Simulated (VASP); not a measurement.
# Be5Sn (P-6m2) in VASP: notebook

Be5Sn is run at these levels: PBE; tasks: relaxation of cell and atoms, single point.

Everything below comes from runs of VASP 6.6.1. Logs are shortened: lines on timing, memory, paths and dates and some standing lists are left out, and cuts for length are marked.

### Step 1. The cell of the first run

Symmetry: P-6m2, No. 187, hexagonal system. The conventional cell has a = 2.714 Å, b = 2.714 Å, c = 11.075 Å, α = 90.00°, β = 90.00°, γ = 120.00°. Within 3.0 Å of Be (site symmetry 3m) lie 12 Be at 2.29 to 2.71 Å. Be (site symmetry 3m) has 9 Be at 2.29 to 2.71 Å and 3 Sn at 2.71 Å within 3.0 Å. Be (site symmetry -6m2) has 12 Be at 2.29 to 2.71 Å within 3.0 Å. Within 3.6 Å of Sn (site symmetry -6m2) lie 6 Be at 2.71 Å and 6 Sn at 2.71 Å.

### Step 2. Relaxation of cell and atoms, PBE

Contents of INCAR:

```
PREC     = Accurate       # precision mode
ENCUT    = 600            # plane-wave cutoff, eV
EDIFF    = 1E-7           # SCF threshold, eV
ISMEAR   = 0              # smearing method
SIGMA    = 0.1            # smearing width, eV
LREAL    = F              # projectors in reciprocal space
LASPH    = T              # aspherical terms in the spheres
NELM     = 100            # most SCF steps
ALGO     = Normal         # electronic algorithm
ISIF     = 3              # what is computed and relaxed
LWAVE    = F              # write WAVECAR
LCHARG   = F              # write CHGCAR
GGA      = PE             # functional
IBRION   = 2              # ionic algorithm
NSW      = 90             # ionic steps
EDIFFG   = -0.04          # ionic threshold
```

Contents of KPOINTS:

```
regular mesh
0
Gamma
  6 6 2
```

Contents of POSCAR:

```
Be5Sn
1.0
    2.7144808900      0.0000000000      0.0000000000
   -1.3572404400      2.3508094100      0.0000000000
    0.0000000000      0.0000000000     11.0750068400
Be Sn
5 1
Direct
    0.0000000000      0.0000000000      0.6501677900
    0.3333333300      0.6666666700      0.8003355800
    0.3333333300      0.6666666700      0.1996644200
    0.0000000000      0.0000000000      0.3498322100
    0.6666666700      0.3333333300      0.5000000000
    0.0000000000      0.0000000000      0.0000000000
```

Potentials or basis: VASP PAW PBE potentials, release 64 (Be, Sn_d).

The run is started by

```console
> cat potpaw_PBE.64/Be/POTCAR potpaw_PBE.64/Sn_d/POTCAR > POTCAR
> mpirun -np 1 vasp_std > vasp.out
```

OUTCAR:

```text
PREC = Accurate
   ENCUT = 600
   EDIFF = 1E-7
   ISMEAR = 0
   LREAL = F
   LASPH = T
   NELM = 100
   ISIF = 3
   GGA = PE
   IBRION = 2
   NSW = 90
   EDIFFG = -0.04

 ion  position               nearest neighbor table
   1  0.000  0.000  0.650-   5 2.29   2 2.29   5 2.29   2 2.29   5 2.29   2 2.29
   2  0.333  0.667  0.800-   1 2.29   1 2.29   1 2.29   6 2.71   6 2.71   6 2.71
   3  0.333  0.667  0.200-   4 2.29   4 2.29   4 2.29   6 2.71   6 2.71   6 2.71
   4  0.000  0.000  0.350-   5 2.29   3 2.29   5 2.29   3 2.29   5 2.29   3 2.29
   5  0.667  0.333  0.500-   1 2.29   4 2.29   1 2.29   4 2.29   1 2.29   4 2.29
   6  0.000  0.000  0.000-   2 2.71   3 2.71   2 2.71   3 2.71   2 2.71   3 2.71

  LATTYP: Found a hexagonal cell.
 ALAT       =     2.7144808900
 C/A-ratio  =     4.0799723000

  Lattice vectors:

 A1 = (   2.7144808900,   0.0000000000,   0.0000000000)
 A2 = (  -1.3572404400,   2.3508094100,   0.0000000000)
 A3 = (   0.0000000000,   0.0000000000,  11.0750068400)

Analysis of symmetry for initial positions (statically):
=====================================================================
 Subroutine PRICEL returns:
 Original cell was already a primitive cell.

 Routine SETGRP: Setting up the symmetry group for a
 hexagonal supercell.

 Subroutine GETGRP returns: Found 12 space group operations
 (whereof 12 operations were pure point group operations)
 out of a pool of 24 trial point group operations.

The static configuration has the point symmetry D_3h.

Analysis of symmetry for dynamics (positions and initial velocities):
=====================================================================
 Subroutine PRICEL returns:
 Original cell was already a primitive cell.

 Routine SETGRP: Setting up the symmetry group for a
 hexagonal supercell.

 Subroutine GETGRP returns: Found 12 space group operations
 (whereof 12 operations were pure point group operations)
 out of a pool of 24 trial point group operations.

The dynamic configuration has the point symmetry D_3h.

 Subroutine INISYM returns: Found 12 space group operations
 (whereof 12 operations are pure point group operations),
 and found     1 'primitive' translations

----------------------------------------------------------------------------------------

                                     Primitive cell

[... 75 lines left out ...]
   NGX,Y,Z   is equivalent  to a cutoff of  14.70, 14.70, 13.51 a.u.
   NGXF,Y,Z  is equivalent  to a cutoff of  29.40, 29.40, 27.02 a.u.
 SYSTEM =  unknown system
   PREC   = accura    normal or accurate (medium, high low for compatibility)
   ISTART =      0    job   : 0-new  1-cont  2-samecut
   ICHARG =      2    charge: 1-file 2-atom 10-const
   ISPIN  =      1    spin polarized calculation?
   LNONCOLLINEAR =      F non collinear calculations
   LSORBIT =      F    spin-orbit coupling
   LASPH  =      T    aspherical Exc in radial PAW
   ENCUT  =  600.0 eV  44.10 Ry    6.64 a.u.   5.42  5.42 22.12*2*pi/ulx,y,z
   NELM   =    100;   NELMIN=  2; NELMDL= -5     # of ELM steps
   EDIFF  = 0.1E-06   stopping-criterion for ELM
   LREAL  =      F    real-space projection
   EDIFFG = -.4E-01   stopping-criterion for IOM
   NSW    =     90    number of steps for IOM
   IBRION =      2    ionic relax: 0-MD 1-quasi-New 2-CG
   NFREE  =      1    steps in history (QN), initial steepest desc. (CG)
   ISIF   =      3    stress and relaxation
   ISYM   =      2    0-nonsym 1-usesym 2-fastsym
   POTIM  = 0.5000    time-step for ionic-motion
   TEBEG  =    0.0;   TEEND  =   0.0 temperature during run
   PSTRESS=    0.0 pullay stress
   NELECT =      24.0000    total number of electrons
   NUPDOWN=      -1.0000    fix difference up-down
   EMIN   =  10.00;   EMAX   =-10.00  energy-range for DOS
   EFERMI =   0.00;   METHOD = LEGACY
   ISMEAR =     0;   SIGMA  =   0.10  broadening in eV -4-tet -1-fermi 0-gaus
   EFERMI_NEDOS =   21; number of points for ismear=-14 and -15
   IALGO  =     38    algorithm
   IMIX   =      4    mixing-type and parameters
     AMIX     =   0.40;   BMIX     =  1.00
     AMIX_MAG =   1.60;   BMIX_MAG =  1.00
  volume/ion in A,a.u.               =      11.78        79.49
  Fermi-wavevector in a.u.,A,eV,Ry     =   1.142166  2.158381 17.749383  1.304543
  Thomas-Fermi vector in A             =   2.278864
   LORBIT       =      0    0 simple, 1 ext, 2 COOP (PROOUT), +10 PAW based schemes
   GGA     = PE    functional components
   LHFCALC =     F    Hartree Fock is set to
   AEXX    =    0.0000 exact exchange contribution
   IVDW    =     0    specifies the selected vdW correction
   LEPSILON=     F    determine dielectric tensor
   LRPA    =     F    only Hartree local field effects (RPA)
 conjugate gradient relaxation of ions
 non-spin polarized calculation
 Gauss-broadening in eV      SIGMA  =   0.10
  energy-cutoff  :      600.00
  volume of cell :       70.67
 maximum number of plane-waves:      2421
 NGX is ok and might be reduce to    24
   NGX = 11   NGY = 11   NGZ = 45

--------------------------------------- Ionic step        1  -------------------------------------------

 number of electron      24.0000001 magnetization

 Free energy of the ion-electron system (eV)
  ---------------------------------------------------
  ext. energy  EPLUGINS =         0.00000000
  ---------------------------------------------------
  free energy    TOTEN  =       -17.98671553 eV

  energy without entropy =      -17.97056821  energy(sigma->0) =      -17.97864187

------------------------ aborting loop because EDIFF is reached ----------------------------------------

  FORCE on cell =-STRESS in cart. coord.  units (eV):
  Direction    XX          YY          ZZ          XY          YZ          ZX
  --------------------------------------------------------------------------------------
  -------------------------------------------------------------------------------------
  Total        3.5780610      3.5780610      2.9670915      0.0000000      0.0000000     -0.0000000
  in kB       81.1166693     81.1166694     67.2656441      0.0000002      0.0000000     -0.0000000
  external PRESSURE =      76.4996609 kB  Pullay stress =       0.0000000 kB
[... 307 lines left out ...]
--------------------------------------- Ionic step        9  -------------------------------------------

 number of electron      24.0000002 magnetization

 Free energy of the ion-electron system (eV)
  ---------------------------------------------------
  ext. energy  EPLUGINS =         0.00000000
  ---------------------------------------------------
  free energy    TOTEN  =       -18.26063555 eV

  energy without entropy =      -18.25477959  energy(sigma->0) =      -18.25770757

 E-fermi :   6.4271     XC(G=0): -10.0453

 val. band max:        6.3237638269   @ k =   0.5000   0.0000   0.0000
 cond. band min:       6.5265179976   @ k =   0.3333   0.1667   0.5000
 fundamental gap:      0.2027541707
 Fermi energy:         6.4270792905

 k-point     1 :       0.0000    0.0000    0.0000
  band No.  band energies     occupation
      1     -15.8992      2.00000
      2     -15.8421      2.00000
      3     -15.8421      2.00000
      4     -15.3389      2.00000
      5     -15.3389      2.00000
      6      -6.5405      2.00000
[... 288 lines left out ...]
  FREE ENERGIE OF THE ION-ELECTRON SYSTEM (eV)
  ---------------------------------------------------
  free  energy   TOTEN  =       -18.2606355490 eV

  energy  without entropy=      -18.2547795863  energy(sigma->0) =      -18.25770757

 reached required accuracy - stopping structural energy minimisation
```

It took 95 s on 1 thread of Intel Xeon 6975P-C (Granite Rapids), shared host; peak memory 0.23 GiB.

What came out:

```
Free energy                            : -18.2606 eV
Relaxed volume                         : 12.89 Å³/atom
Relaxed cell                           : a = 2.805 Å, b = 2.805 Å, c = 11.350 Å, α = 90.00°, β = 90.00°, γ = 120.00°
Space group after relaxing (to 0.05 Å) : P-6m2 (No. 187)
Energy gained by relaxing              : 45.7 meV/atom
Ionic steps                            : 9
Pressure after relaxing                : -0.4 GPa
Largest force after relaxing           : 0.036 eV/Å
Band gap on the k mesh                 : zero (band 12 reaches 8.81 eV, above the bottom of band 13 at 4.54 eV)
```

Forces in eV/Å, atoms in the order of the input:
```
Be   0.000  0.000  0.033
Be   0.000  0.000 -0.036
Be   0.000  0.000  0.036
Be   0.000  0.000 -0.033
Be   0.000  0.000  0.000
Sn   0.000  0.000  0.000
```

Step by step:
| step | energy change (eV) | largest force (eV/Å) | pressure (GPa) | volume (Å³) |
| --- | --- | --- | --- | --- |
| 1 | 0.0000 | 0.7848 | 7.65 | 70.67 |
| 2 | -0.1885 | 0.6162 | -0.03 | 76.58 |
| 3 | -0.1928 | 0.5860 | -1.21 | 77.71 |
| 4 | -0.2281 | 0.3827 | -0.78 | 77.42 |
| 5 | -0.2494 | 0.3058 | -0.04 | 76.97 |
| 6 | -0.2608 | 0.2211 | 0.09 | 76.85 |
| 7 | -0.2723 | 0.0435 | 0.43 | 76.58 |
| 8 | -0.2724 | 0.0446 | 0.47 | 76.54 |
| 9 | -0.2739 | 0.0359 | -0.39 | 77.33 |

Final structure:
```
Be Sn
1.0
     2.80487    0.00000    0.00000
    -1.40244    2.42909    0.00000
     0.00000    0.00000   11.34958
Be Sn
5 1
Direct
  0.00000 0.00000 0.64526
  0.33333 0.66667 0.78407
  0.33333 0.66667 0.21593
  0.00000 0.00000 0.35474
  0.66667 0.33333 0.50000
  0.00000 0.00000 0.00000
```

Levels at points of the mesh, in eV from the Fermi level:
```
           k point  band 9  band 10  band 11  band 12  band 13  band 14  band 15  band 16
(0.00, 0.00, 0.00)   -6.12    -5.99    -2.05    -0.25     5.47     7.91     8.30     8.30
(0.50, 0.00, 0.00)   -3.76    -3.62    -3.08    -1.71    -0.10     0.34     0.55     3.35
(0.00, 0.00, 0.50)   -7.46    -4.35    -3.49     0.96     4.09     8.31     8.31     8.85
(0.50, 0.00, 0.50)   -3.96    -3.34    -2.78    -2.23    -0.48     0.88     1.25     2.86
```

Caveat: the k points lie up to 0.43 Å⁻¹ apart in the final cell; spin-orbit coupling is left out, which moves the levels of the heavy elements.

### Step 3. Single point, PBE

This run uses another cell than the first one, of 12.74 Å³/atom, 1.082 times its volume.

Contents of INCAR:

```
PREC = Accurate
ENCUT = 520
EDIFF = 1E-6
ISMEAR = 0
SIGMA = 0.1
LREAL = F
LASPH = T
NELM = 100
ALGO = Fast
ISIF = 2
LWAVE = F
LCHARG = T
GGA = PE
LELF = T
LVHAR = T
NBANDS = 21
```

Contents of KPOINTS:

```
Automatic mesh
0
Gamma
  18 18 4
```

Contents of POSCAR:

```
Be5Sn
1.0
    2.8042769687      0.0000000000      0.0000000000
   -1.4021384844      2.4285750941      0.0000000000
    0.0000000000      0.0000000000     11.2274050701
Be Sn
5 1
Direct
    0.0000000000      0.0000000000      0.6437096217
    0.3333333333      0.6666666667      0.7844311945
    0.3333333333      0.6666666667      0.2155688055
    0.0000000000      0.0000000000      0.3562903783
    0.6666666667      0.3333333333      0.5000000000
    0.0000000000      0.0000000000      0.0000000000
```

Potentials or basis: VASP PAW PBE potentials, release 64 (Be, Sn_d).

The run is started by

```console
> cat potpaw_PBE.64/Be/POTCAR potpaw_PBE.64/Sn_d/POTCAR > POTCAR
> mpirun -np 1 vasp_std > vasp.out
```

It took 1.8 min on 1 thread of Intel Xeon 6975P-C (Granite Rapids), shared host; peak memory 0.31 GiB.

It converged, with:

| Item | Value |
| --- | --- |
| Free energy | -18.1490 eV |
| Pressure | 0.0 GPa |
| Largest force | 0.004 eV/Å |
| Band gap on the k mesh | zero (band 12 reaches 8.94 eV, above the bottom of band 13 at 4.57 eV) |

Forces on the atoms (eV/Å):
```
Be   0.000  0.000  0.001
Be   0.000  0.000  0.004
Be   0.000  0.000 -0.004
Be   0.000  0.000 -0.001
Be   0.000  0.000  0.000
Sn   0.000  0.000  0.000
```

Levels at points of the mesh, in eV from the Fermi level:
```
           k point  band 9  band 10  band 11  band 12  band 13  band 14  band 15  band 16
(0.00, 0.00, 0.00)   -6.03    -5.86    -1.82    -0.03     5.84     8.33     8.33     8.36
(0.50, 0.00, 0.00)   -3.72    -3.55    -3.02    -1.59    -0.03     0.45     0.70     3.58
(0.00, 0.00, 0.50)   -7.39    -4.21    -3.29     1.22     4.44     8.35     8.35     8.92
(0.50, 0.00, 0.50)   -3.92    -3.27    -2.72    -2.13    -0.40     1.01     1.42     3.06
```

Caveat: spin-orbit coupling is left out, which moves the levels of the heavy elements.

### Step 4. Relaxation of cell and atoms, PBE

This run uses another cell than the first one, of 12.83 Å³/atom, 1.089 times its volume.

Contents of INCAR:

```
SYSTEM = Be5Sn
  PREC = Accurate
  ENCUT = 600
  EDIFF = 1E-7
  ISMEAR = 0
  SIGMA = 0.1
  LREAL = .FALSE.
  LASPH = .TRUE.
  NELM = 100
  ALGO = Fast
  ISIF = 3
  LWAVE = .FALSE.
  LCHARG = .FALSE.
  GGA = PE
  IBRION = 2
  NSW = 100
  EDIFFG = -0.01
```

Contents of KPOINTS:

```
regular mesh
0
G
  18 18 4
  0 0 0
```

Contents of POSCAR:

```
Be5Sn
1.0
    2.7990651423      0.0000000000      0.0000000000
   -1.3995325712      2.4240615201      0.0000000000
    0.0000000000      0.0000000000     11.3427461858
Be Sn
5 1
Direct
    0.0000000000      0.0000000000      0.6454135792
    0.3333333333      0.6666666667      0.7836045885
    0.3333333333      0.6666666667      0.2163954115
    0.0000000000      0.0000000000      0.3545864208
    0.6666666667      0.3333333333      0.5000000000
    0.0000000000      0.0000000000      0.0000000000
```

The run is started by

```console
> cat potpaw_PBE.64/Be/POTCAR potpaw_PBE.64/Sn_d/POTCAR > POTCAR
> mpirun -np 1 vasp_std > vasp.out
```

It took 11 min on 1 thread of Intel Xeon 6975P-C (Granite Rapids), shared host; peak memory 0.35 GiB.

It converged, with:

```
Free energy                            : -18.1492 eV
Relaxed volume                         : 12.75 Å³/atom
Relaxed cell                           : a = 2.806 Å, b = 2.806 Å, c = 11.219 Å, α = 90.00°, β = 90.00°, γ = 120.00°
Space group after relaxing (to 0.05 Å) : P-6m2 (No. 187)
Energy gained by relaxing              : 0.7 meV/atom
Ionic steps                            : 11
Pressure after relaxing                : 0.0 GPa
Largest force after relaxing           : 0.005 eV/Å
Band gap on the k mesh                 : zero (band 12 reaches 8.92 eV, above the bottom of band 13 at 4.56 eV)
```

Forces on the atoms (eV/Å):
```
Be   0.000  0.000  0.005
Be   0.000  0.000  0.004
Be   0.000  0.000 -0.004
Be   0.000  0.000 -0.005
Be   0.000  0.000  0.000
Sn   0.000  0.000  0.000
```

The path:
| step | energy change (eV) | largest force (eV/Å) | pressure (GPa) | volume (Å³) |
| --- | --- | --- | --- | --- |
| 1 | 0.0000 | 0.1437 | -0.31 | 76.96 |
| 2 | -0.0025 | 0.0896 | -0.06 | 76.68 |
| 3 | -0.0035 | 0.0264 | 0.23 | 76.36 |
| 4 | -0.0039 | 0.0053 | -0.01 | 76.57 |
| 5 | -0.0039 | 0.0069 | -0.07 | 76.62 |
| 6 | -0.0040 | 0.0061 | -0.06 | 76.59 |
| 7 | -0.0042 | 0.0129 | 0.01 | 76.51 |
| 8 | -0.0039 | 0.0302 | 0.13 | 76.34 |
| 9 | -0.0042 | 0.0161 | 0.02 | 76.48 |
| 10 | -0.0042 | 0.0189 | 0.04 | 76.45 |
| 11 | -0.0043 | 0.0054 | -0.03 | 76.52 |

Final structure:
```
CELL_PARAMETERS angstrom
2.80632 0.00000 0.00000
-1.40316 2.43035 0.00000
0.00000 0.00000 11.21915
ATOMIC_POSITIONS crystal
Be 0.00000 0.00000 0.64359
Be 0.33333 0.66667 0.78433
Be 0.33333 0.66667 0.21567
Be 0.00000 0.00000 0.35641
Be 0.66667 0.33333 0.50000
Sn 0.00000 0.00000 0.00000
```

Levels at points of the mesh, in eV from the Fermi level:
```csv
k point,band 8,band 9,band 10,band 11,band 12,band 13,band 14,band 15,band 16
"(0.00, 0.00, 0.00)",-8.44,-6.02,-5.85,-1.80,-0.01,5.86,8.31,8.31,8.39
"(0.50, 0.00, 0.00)",-4.21,-3.71,-3.55,-3.02,-1.59,-0.02,0.46,0.71,3.59
"(0.00, 0.00, 0.50)",-7.77,-7.38,-4.20,-3.27,1.24,4.46,8.33,8.33,8.90
"(0.50, 0.00, 0.50)",-4.26,-3.92,-3.26,-2.72,-2.13,-0.40,1.01,1.43,3.07
```

Caveat: spin-orbit coupling is left out, which moves the levels of the heavy elements.

### Step 5. The runs side by side

```tsv
task	cell	k mesh	cutoff (eV)	gap on the mesh (eV)	pressure (GPa)	relaxed volume (Å³/atom)	largest force (eV/Å)
relaxation of cell and atoms	relaxed from a = 2.714, b = 2.714, c = 11.075 Å, angles 90.0, 90.0, 120.0°, 6 atoms	6 × 6 × 2	600	none	-0.4	12.89	0.04
single point	a = 2.804, b = 2.804, c = 11.227 Å, angles 90.0, 90.0, 120.0°, 6 atoms	18 × 18 × 4	520	none	0.0	-	-
relaxation of cell and atoms	relaxed from a = 2.799, b = 2.799, c = 11.343 Å, angles 90.0, 90.0, 120.0°, 6 atoms	18 × 18 × 4	600	none	0.0	12.75	0.01
```

Alike in all rows: level PBE; potentials or basis VASP PAW PBE potentials, release 64 (Be, Sn_d); no spin polarisation; smearing gaussian 0.1 eV.

Caveats: some runs use coarse meshes; spin-orbit coupling is left out, which moves the levels of the heavy elements.

Absolute energies hang on the potentials; compare differences alone.
